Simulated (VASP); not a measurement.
# Cu (P6/mmm) in VASP: a series of runs

Cu is run at these levels: PBEsol; tasks: single point, relaxation of cell and atoms.

Everything below comes from runs of VASP 6.6.1. Logs are shortened: lines on timing, memory, paths and dates and some standing lists are left out, and cuts for length are marked.

## 1. The cell of the first run

The structure is hexagonal, space group P6/mmm (No. 191). Conventional cell: a = 4.073 Å, b = 4.073 Å, c = 2.410 Å, α = 90.00°, β = 90.00°, γ = 120.00°. Cu (site symmetry 6/mmm) has 14 Cu at 2.41 to 2.64 Å within 3.2 Å. Cu (site symmetry -6m2) has 11 Cu at 2.35 to 2.64 Å within 3.1 Å.

This isn't the form of Cu at room conditions, which is fcc.

## 2. Single point, PBEsol

File INCAR:

```
ALGO = Fast ; EDIFF = 1E-6
ENCUT = 520 ; GGA = PS
ISIF = 2 ; ISMEAR = 0
LASPH = True ; LCHARG = False
LREAL = False ; LWAVE = False
NBANDS = 24 ; NELM = 100
PREC = Accurate ; SIGMA = 0.1
```

File KPOINTS:

```
k-points
0
Gamma
  6 6 6
```

File POSCAR:

```
Cu
1.0
    4.0726493730      0.0000000000      0.0000000000
   -2.0363246865      3.5270178177      0.0000000000
    0.0000000000      0.0000000000      2.4098533003
Cu
3
Direct
    0.0000000000      0.0000000000      0.0000000000
    0.3333333333      0.6666666667      0.5000000000
    0.6666666667      0.3333333333      0.5000000000
```

Potentials or basis: VASP PAW PBE potentials, release 64 (Cu).

The run is started by

```bash
$ cat potpaw_PBE.64/Cu/POTCAR > POTCAR
$ mpirun -np 1 vasp_std > vasp.out
```

OUTCAR:

```text
EDIFF = 1E-6
   ENCUT = 520
   GGA = PS
   ISIF = 2
   ISMEAR = 0
   LASPH = True
   LREAL = False
   NELM = 100
   PREC = Accurate

 ion  position               nearest neighbor table
   1  0.000  0.000  0.000-   2 2.64   3 2.64   2 2.64   3 2.64   2 2.64   2 2.64   3 2.64   3 2.64
                             3 2.64   3 2.64   2 2.64   2 2.64
   2  0.333  0.667  0.500-   3 2.35   3 2.35   3 2.35   1 2.64   1 2.64   1 2.64   1 2.64   1 2.64
                             1 2.64
   3  0.667  0.333  0.500-   2 2.35   2 2.35   2 2.35   1 2.64   1 2.64   1 2.64   1 2.64   1 2.64
                             1 2.64

  LATTYP: Found a hexagonal cell.
 ALAT       =     4.0726493730
 C/A-ratio  =     0.5917163693

  Lattice vectors:

 A1 = (   4.0726493730,   0.0000000000,   0.0000000000)
 A2 = (  -2.0363246865,   3.5270178177,   0.0000000000)
 A3 = (   0.0000000000,   0.0000000000,   2.4098533003)

Analysis of symmetry for initial positions (statically):
=====================================================================
 Subroutine PRICEL returns:
 Original cell was already a primitive cell.

 Routine SETGRP: Setting up the symmetry group for a
 hexagonal supercell.

 Subroutine GETGRP returns: Found 24 space group operations
 (whereof 24 operations were pure point group operations)
 out of a pool of 24 trial point group operations.

The static configuration has the point symmetry D_6h.

Analysis of symmetry for dynamics (positions and initial velocities):
=====================================================================
 Subroutine PRICEL returns:
 Original cell was already a primitive cell.

 Routine SETGRP: Setting up the symmetry group for a
 hexagonal supercell.

 Subroutine GETGRP returns: Found 24 space group operations
 (whereof 24 operations were pure point group operations)
 out of a pool of 24 trial point group operations.

The dynamic configuration has the point symmetry D_6h.

 Subroutine INISYM returns: Found 24 space group operations
 (whereof 24 operations are pure point group operations),
 and found     1 'primitive' translations

----------------------------------------------------------------------------------------

                                     Primitive cell

  volume of cell :      34.6159

  direct lattice vectors                    reciprocal lattice vectors
     4.072649373  0.000000000  0.000000000     0.245540411  0.141762822  0.000000000
    -2.036324686  3.527017818  0.000000000     0.000000000  0.283525645  0.000000000
     0.000000000  0.000000000  2.409853300     0.000000000  0.000000000  0.414963019

  length of vectors
     4.072649373  4.072649373  2.409853300     0.283525645  0.283525645  0.414963019

  position of ions in fractional coordinates (direct lattice)
     0.000000000  0.000000000  0.000000000
     0.333333333  0.666666667  0.500000000
     0.666666667  0.333333333  0.500000000

  ion indices of the primitive-cell ions
   primitive index   ion index
                 1           1
                 2           2
                 3           3

----------------------------------------------------------------------------------------

 KPOINTS: k-points

Automatic generation of k-mesh.
 Grid dimensions read from file:
 generate k-points for:    6    6    6

 Generating k-lattice:

  Cartesian coordinates                     Fractional coordinates (reciprocal lattice)
     0.040923402  0.023627137  0.000000000     0.166666667 -0.000000000  0.000000000
     0.000000000  0.047254274  0.000000000     0.000000000  0.166666667  0.000000000
     0.000000000  0.000000000  0.069160503     0.000000000  0.000000000  0.166666667

  Length of vectors
     0.047254274  0.047254274  0.069160503

  Shift w.r.t. Gamma in fractional coordinates (k-lattice)
     0.000000000  0.000000000  0.000000000

 Subroutine IBZKPT returns following result:
 ===========================================

 Found     28 irreducible k-points:

 Following reciprocal coordinates:
            Coordinates               Weight
  0.000000  0.000000  0.000000      1.000000
  0.166667  0.000000  0.000000      6.000000
  0.333333  0.000000  0.000000      6.000000
  0.500000  0.000000  0.000000      3.000000
  0.166667  0.166667  0.000000      6.000000
  0.333333  0.166667  0.000000     12.000000
[... 16 lines left out ...]
  0.166667  0.000000  0.500000      6.000000
  0.333333  0.000000  0.500000      6.000000
 [... further k-points ...]
   k-points           NKPTS =     28   k-points in BZ     NKDIM =     28   number of bands    NBANDS=     24
   number of dos      NEDOS =    301   number of ions     NIONS =      3
   total plane-waves  NPLWV =  16200
   dimension x,y,z NGX =    30 NGY =   30 NGZ =   18
   dimension x,y,z NGXF=    60 NGYF=   60 NGZF=   36
   ions per type =               3
   NGX,Y,Z   is equivalent  to a cutoff of  12.25, 12.25, 12.42 a.u.
   NGXF,Y,Z  is equivalent  to a cutoff of  24.49, 24.49, 24.83 a.u.
 SYSTEM =  unknown system
   PREC   = accura    normal or accurate (medium, high low for compatibility)
   ISTART =      0    job   : 0-new  1-cont  2-samecut
   ICHARG =      2    charge: 1-file 2-atom 10-const
   ISPIN  =      1    spin polarized calculation?
   LNONCOLLINEAR =      F non collinear calculations
   LSORBIT =      F    spin-orbit coupling
   LASPH  =      T    aspherical Exc in radial PAW
   ENCUT  =  520.0 eV  38.22 Ry    6.18 a.u.   7.57  7.57  4.48*2*pi/ulx,y,z
   NELM   =    100;   NELMIN=  2; NELMDL= -5     # of ELM steps
   EDIFF  = 0.1E-05   stopping-criterion for ELM
   LREAL  =      F    real-space projection
   EDIFFG = 0.1E-04   stopping-criterion for IOM
   NSW    =      0    number of steps for IOM
   IBRION =     -1    ionic relax: 0-MD 1-quasi-New 2-CG
   NFREE  =      0    steps in history (QN), initial steepest desc. (CG)
   ISIF   =      2    stress and relaxation
   ISYM   =      2    0-nonsym 1-usesym 2-fastsym
   POTIM  = 0.5000    time-step for ionic-motion
   TEBEG  =    0.0;   TEEND  =   0.0 temperature during run
   PSTRESS=    0.0 pullay stress
   NELECT =      33.0000    total number of electrons
   NUPDOWN=      -1.0000    fix difference up-down
   EMIN   =  10.00;   EMAX   =-10.00  energy-range for DOS
   EFERMI =   0.00;   METHOD = LEGACY
   ISMEAR =     0;   SIGMA  =   0.10  broadening in eV -4-tet -1-fermi 0-gaus
   EFERMI_NEDOS =   21; number of points for ismear=-14 and -15
   IALGO  =     68    algorithm
   IMIX   =      4    mixing-type and parameters
     AMIX     =   0.40;   BMIX     =  1.00
     AMIX_MAG =   1.60;   BMIX_MAG =  1.00
  volume/ion in A,a.u.               =      11.54        77.87
  Fermi-wavevector in a.u.,A,eV,Ry     =   1.611218  3.044761 35.321056  2.596024
  Thomas-Fermi vector in A             =   2.706644
   LORBIT       =      0    0 simple, 1 ext, 2 COOP (PROOUT), +10 PAW based schemes
   GGA     = PS    functional components
   LHFCALC =     F    Hartree Fock is set to
   AEXX    =    0.0000 exact exchange contribution
   IVDW    =     0    specifies the selected vdW correction
   LEPSILON=     F    determine dielectric tensor
   LRPA    =     F    only Hartree local field effects (RPA)
 non-spin polarized calculation
 RMM-DIIS sequential band-by-band and
 Gauss-broadening in eV      SIGMA  =   0.10
  energy-cutoff  :      520.00
  volume of cell :       34.62
 maximum number of plane-waves:       949
   NGX = 15   NGY = 15   NGZ =  9

 number of electron      33.0000049 magnetization

 Free energy of the ion-electron system (eV)
  ---------------------------------------------------
  ext. energy  EPLUGINS =         0.00000000
  ---------------------------------------------------
  free energy    TOTEN  =       -12.59994071 eV

  energy without entropy =      -12.58769649  energy(sigma->0) =      -12.59381860

 E-fermi :   7.8079     XC(G=0): -13.0377

 val. band max:        7.8027204222   @ k =   0.1667   0.1667   0.0000
 cond. band min:       7.8681917288   @ k =   0.3333   0.3333   0.3333
 fundamental gap:      0.0654713067
 Fermi energy:         7.8078818344

 k-point     1 :       0.0000    0.0000    0.0000
  band No.  band energies     occupation
      1      -1.8677      2.00000
      2       2.9577      2.00000
      3       3.8889      2.00000
      4       3.9426      2.00000
      5       3.9426      2.00000
      6       3.9837      2.00000
[... 16 lines left out ...]
     23      23.5008      0.00000
     24      29.0365      0.00000

 k-point     2 :       0.1667    0.0000    0.0000
  band No.  band energies     occupation
      1      -1.5146      2.00000
      2       2.9379      2.00000
      3       3.3985      2.00000
      4       3.7084      2.00000
      5       3.7685      2.00000
      6       4.1224      2.00000
[... 16 lines left out ...]
     23      23.9941      0.00000
     24      29.1772      0.00000

 k-point     3 :       0.3333    0.0000    0.0000
  band No.  band energies     occupation
      1      -0.4956      2.00000
      2       2.4970      2.00000
      3       2.7469      2.00000
      4       3.5477      2.00000
      5       3.8029      2.00000
      6       3.9956      2.00000
[... 16 lines left out ...]
     23      25.2523      0.00000
     24      25.4056      0.00000
[... 514 lines left out ...]
 k-point    23 :       0.1667    0.0000    0.5000
  band No.  band energies     occupation
      1       2.6858      2.00000
      2       3.1082      2.00000
      3       3.1202      2.00000
      4       3.4094      2.00000
      5       3.5603      2.00000
      6       3.6817      2.00000
[... 16 lines left out ...]
     23      17.3987      0.00000
     24      21.3107      0.00000

 k-point    24 :       0.3333    0.0000    0.5000
  band No.  band energies     occupation
      1       2.7747      2.00000
      2       2.9052      2.00000
      3       3.2117      2.00000
      4       3.5433      2.00000
      5       3.8152      2.00000
      6       4.0180      2.00000
[... 16 lines left out ...]
     23      17.1213      0.00000
     24      23.7924      0.00000

 [... further k-points ...]

------------------------ aborting loop because EDIFF is reached ----------------------------------------

  FORCE on cell =-STRESS in cart. coord.  units (eV):
  Direction    XX          YY          ZZ          XY          YZ          ZX
  --------------------------------------------------------------------------------------
  -------------------------------------------------------------------------------------
  Total        0.2337739      0.2337739      0.2105592      0.0000000      0.0000000     -0.0000000
  in kB       10.8201012     10.8201012      9.7456211      0.0000000      0.0000000     -0.0000000
  external PRESSURE =      10.4619412 kB  Pullay stress =       0.0000000 kB

 VOLUME and BASIS-vectors are now :
 -----------------------------------------------------------------------------
  energy-cutoff  :      520.00
  volume of cell :       34.62
      direct lattice vectors                 reciprocal lattice vectors
     4.072649373  0.000000000  0.000000000     0.245540411  0.141762822  0.000000000
    -2.036324686  3.527017818  0.000000000     0.000000000  0.283525645  0.000000000
     0.000000000  0.000000000  2.409853300     0.000000000  0.000000000  0.414963019

 POSITION                                       TOTAL-FORCE (eV/Angst)
 -----------------------------------------------------------------------------------
      0.00000      0.00000      0.00000        -0.000000      0.000000     -0.000000
     -0.00000      2.35135      1.20493         0.000000     -0.000000     -0.000000
      2.03632      1.17567      1.20493         0.000000     -0.000000      0.000000
 -----------------------------------------------------------------------------------
    total drift:                               -0.000000      0.000000      0.000000

  FREE ENERGIE OF THE ION-ELECTRON SYSTEM (eV)
  ---------------------------------------------------
  free  energy   TOTEN  =       -12.5999407120 eV

  energy  without entropy=      -12.5876964910  energy(sigma->0) =      -12.59381860
```

Run time: 27 s. Hardware: 1 thread of AMD EPYC 7R13, shared host; peak memory 0.15 GiB.

Results:

| Quantity | Value |
| --- | --- |
| Free energy | -12.5999 eV |
| Pressure | 1.0 GPa |
| Band gap on the k mesh | zero (an odd number of electrons rules out a gap without spin polarisation) |

Caveat: the k points lie up to 0.43 Å⁻¹ apart, too coarse for converged energies and pressures of a metal; the PAW data sets were made with another functional, which shifts forces and pressure a little.

## 3. Relaxation of cell and atoms, PBEsol

This run uses another cell than the first one, of 13.30 Å³/atom.

File INCAR:

```
PREC = Accurate
ENCUT = 600
EDIFF = 1E-7
ISMEAR = 0
SIGMA = 0.1
LREAL = False
LASPH = True
NELM = 100
ALGO = Normal
ISIF = 3
LWAVE = False
LCHARG = False
GGA = PS
IBRION = 2
NSW = 90
EDIFFG = -0.04
```

File KPOINTS:

```
regular mesh
0
Gamma
  6 6 6
```

File POSCAR:

```
Cu
1.0
    4.2199435286      0.0000000000      0.0000000000
   -2.1099717643      3.6545782983      0.0000000000
    0.0000000000      0.0000000000      2.5870088588
Cu
3
Direct
    0.0000000000      0.0000000000      0.0000000000
    0.3333333333      0.6666666667      0.5000000000
    0.6666666667      0.3333333333      0.5000000000
```

Potentials or basis: VASP PAW PBE potentials, release 64 (Cu).

The run is started by

```bash
$ cat potpaw_PBE.64/Cu/POTCAR > POTCAR
$ mpirun -np 1 vasp_std > vasp.out
```

OUTCAR:

```text
PREC = Accurate
   ENCUT = 600
   EDIFF = 1E-7
   ISMEAR = 0
   LREAL = False
   LASPH = True
   NELM = 100
   ISIF = 3
   GGA = PS
   IBRION = 2
   NSW = 90
   EDIFFG = -0.04

 ion  position               nearest neighbor table
   1  0.000  0.000  0.000-   2 2.76   3 2.76   2 2.76   3 2.76   2 2.76   2 2.76   3 2.76   3 2.76
                             3 2.76   3 2.76   2 2.76   2 2.76
   2  0.333  0.667  0.500-   3 2.44   3 2.44   3 2.44   1 2.76   1 2.76   1 2.76   1 2.76   1 2.76
                             1 2.76
   3  0.667  0.333  0.500-   2 2.44   2 2.44   2 2.44   1 2.76   1 2.76   1 2.76   1 2.76   1 2.76
                             1 2.76

  LATTYP: Found a hexagonal cell.
 ALAT       =     4.2199435286
 C/A-ratio  =     0.6130434783

  Lattice vectors:

 A1 = (   4.2199435286,   0.0000000000,   0.0000000000)
 A2 = (  -2.1099717643,   3.6545782983,   0.0000000000)
 A3 = (   0.0000000000,   0.0000000000,   2.5870088588)

Analysis of symmetry for initial positions (statically):
=====================================================================
 Subroutine PRICEL returns:
[... 176 lines left out ...]

------------------------ aborting loop because EDIFF is reached ----------------------------------------

  FORCE on cell =-STRESS in cart. coord.  units (eV):
  Direction    XX          YY          ZZ          XY          YZ          ZX
  --------------------------------------------------------------------------------------
  -------------------------------------------------------------------------------------
  Total       -3.3935275     -3.3935275     -4.5442878      0.0000000     -0.0000000      0.0000000
  in kB     -136.2762363   -136.2762363   -182.4881157      0.0000000     -0.0000000      0.0000000
  external PRESSURE =    -151.6801961 kB  Pullay stress =       0.0000000 kB
[... 135 lines left out ...]
--------------------------------------- Ionic step        5  -------------------------------------------

 number of electron      33.0000011 magnetization

 Free energy of the ion-electron system (eV)
  ---------------------------------------------------
  ext. energy  EPLUGINS =         0.00000000
  ---------------------------------------------------
  free energy    TOTEN  =       -12.60316591 eV

  energy without entropy =      -12.59095779  energy(sigma->0) =      -12.59706185

 E-fermi :   7.7841     XC(G=0): -13.0267

 val. band max:        7.7772219041   @ k =   0.1667   0.1667   0.0000
 cond. band min:       7.8435438105   @ k =   0.3333   0.3333   0.3333
 fundamental gap:      0.0663219064
 Fermi energy:         7.7841000489

 k-point     1 :       0.0000    0.0000    0.0000
  band No.  band energies     occupation
      1      -1.8767      2.00000
      2       2.9436      2.00000
      3       3.8703      2.00000
      4       3.9275      2.00000
      5       3.9275      2.00000
      6       3.9687      2.00000
[... 541 lines left out ...]
     19      12.5801      0.00000
     20      14.9838      0.00000

 [... further k-points ...]
[... 5 lines left out ...]
  --------------------------------------------------------------------------------------
  -------------------------------------------------------------------------------------
  Total        0.0744253      0.0744253      0.0713774      0.0000000      0.0000000     -0.0000000
  in kB        3.4383791      3.4383791      3.2975706      0.0000000      0.0000000     -0.0000000
  external PRESSURE =       3.3914430 kB  Pullay stress =       0.0000000 kB
[... 18 lines left out ...]
  FREE ENERGIE OF THE ION-ELECTRON SYSTEM (eV)
  ---------------------------------------------------
  free  energy   TOTEN  =       -12.6031659061 eV

  energy  without entropy=      -12.5909577947  energy(sigma->0) =      -12.59706185

 reached required accuracy - stopping structural energy minimisation
```

OSZICAR:

```text
N       E                     dE             d eps       ncg     rms          rms(c)
DAV:   1     0.231149819757E+03    0.23115E+03   -0.16767E+04  1176   0.309E+03
DAV:   2    -0.126632186911E+01   -0.23242E+03   -0.22554E+03  1120   0.404E+02
DAV:   3    -0.150236667105E+02   -0.13757E+02   -0.12167E+02  1212   0.151E+02
DAV:   4    -0.153311265785E+02   -0.30746E+00   -0.30522E+00  1340   0.261E+01
[... 56 lines left out ...]
DAV:   4    -0.126031449482E+02    0.98928E-03   -0.24460E-03  1632   0.362E+00    0.309E-02
DAV:   5    -0.126031674585E+02   -0.22510E-04   -0.41578E-04  1576   0.286E-01    0.141E-02
DAV:   6    -0.126031662306E+02    0.12279E-05   -0.87811E-06  1964   0.109E-01    0.828E-03
DAV:   7    -0.126031659255E+02    0.30504E-06   -0.17761E-06  1696   0.686E-02    0.862E-04
DAV:   8    -0.126031659061E+02    0.19418E-07   -0.13404E-07   752   0.811E-03
   5 F= -.12603166E+02 E0= -.12597062E+02  d E =-.712235E-02
```

CONTCAR:

```text
Cu
   1.00000000000000
     4.0758834322680526   -0.0000000000000000    0.0000000000000000
    -2.0379417161340263    3.5298185952052497    0.0000000000000000
     0.0000000000000000    0.0000000000000000    2.4104785752864228
  Cu
     3
Direct
     0.0000000000000000    0.0000000000000000    0.0000000000000000
     0.3333333332999970    0.6666666667000030    0.5000000000000000
     0.6666666667000030    0.3333333332999970    0.5000000000000000

  0.00000000E+00  0.00000000E+00  0.00000000E+00
  0.00000000E+00  0.00000000E+00  0.00000000E+00
  0.00000000E+00  0.00000000E+00  0.00000000E+00
```

Wall time 2.3 min (1 thread of AMD EPYC 7R13, shared host); peak memory 0.19 GiB.

Results:

| Property | Result |
| --- | --- |
| Free energy | -12.6032 eV |
| Relaxed volume | 11.56 Å³/atom |
| Relaxed cell | a = 4.076 Å, b = 4.076 Å, c = 2.410 Å, α = 90.00°, β = 90.00°, γ = 120.00° |
| Space group after relaxing (to 0.1 Å) | P6/mmm (No. 191) |
| Energy gained by relaxing | 100.3 meV/atom |
| Ionic steps | 5 |
| Pressure after relaxing | 0.3 GPa |
| Band gap on the k mesh | zero (an odd number of electrons rules out a gap without spin polarisation) |

Step by step:
```csv
step,energy change (eV),largest force (eV/Å),pressure (GPa),volume (Å³)
1,0.0000,0.0000,-15.17,39.90
2,-0.2526,0.0000,8.84,33.06
3,-0.2937,0.0000,0.36,34.66
4,-0.3002,0.0000,0.32,34.68
5,-0.3008,0.0000,0.34,34.68
```

Final structure:
```xyz
3
Lattice="4.0759 0.0000 0.0000 -2.0379 3.5298 0.0000 0.0000 0.0000 2.4105" Properties=species:S:1:pos:R:3 pbc="T T T"
Cu    0.0000    0.0000    0.0000
Cu    0.0000    2.3532    1.2052
Cu    2.0379    1.1766    1.2052
```

Caveat: the k points lie up to 0.43 Å⁻¹ apart in the final cell, too coarse for converged energies and pressures of a metal; the PAW data sets were made with another functional, which shifts forces and pressure a little.

The gap in the log of VASP goes by the Fermi energy; the results here count the filled bands.